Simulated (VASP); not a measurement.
A run of VASP 6.6.1 is set up as follows.

The input INCAR:

```
PREC = Accurate ; ENCUT = 520
EDIFF = 1E-7 ; ISMEAR = -1
SIGMA = 0.05 ; LREAL = False
LASPH = True ; NELM = 100
ALGO = Normal ; ISIF = 2
LWAVE = False ; LCHARG = False
GGA = PE ; NBANDS = 11
```

The input KPOINTS:

```
regular mesh
0
Gamma
  8 8 8
```

File POSCAR:

```
C
1.0
    0.0000000000      1.7833700000      1.7833700000
    1.7833700000      0.0000000000      1.7833700000
    1.7833700000      1.7833700000      0.0000000000
C
2
Direct
    0.6897270000      0.8060990000      0.7208250000
    0.4663400000      0.5247780000      0.5158600000
```

Potentials or basis: VASP PAW PBE potentials, release 64 (C).

Launch:

```console
$ cat potpaw_PBE.64/C/POTCAR > POTCAR
$ mpirun -np 1 vasp_std > vasp.out
```

What does it give for the band gap on the k mesh?

1.79 eV, indirect (least direct gap 1.88 eV).

What does it give for the largest force?

4.631 eV/Å.

Estimate the pressure.

8.2 GPa.

Stress tensor (GPa, compression positive):
```
9.40 1.79 5.57
1.79 5.72 0.39
5.57 0.39 9.55
```

Caveat: forces of over 1 eV/Å act on the atoms, so gaps and moduli don't describe the material at rest. A k mesh can miss the band edges.
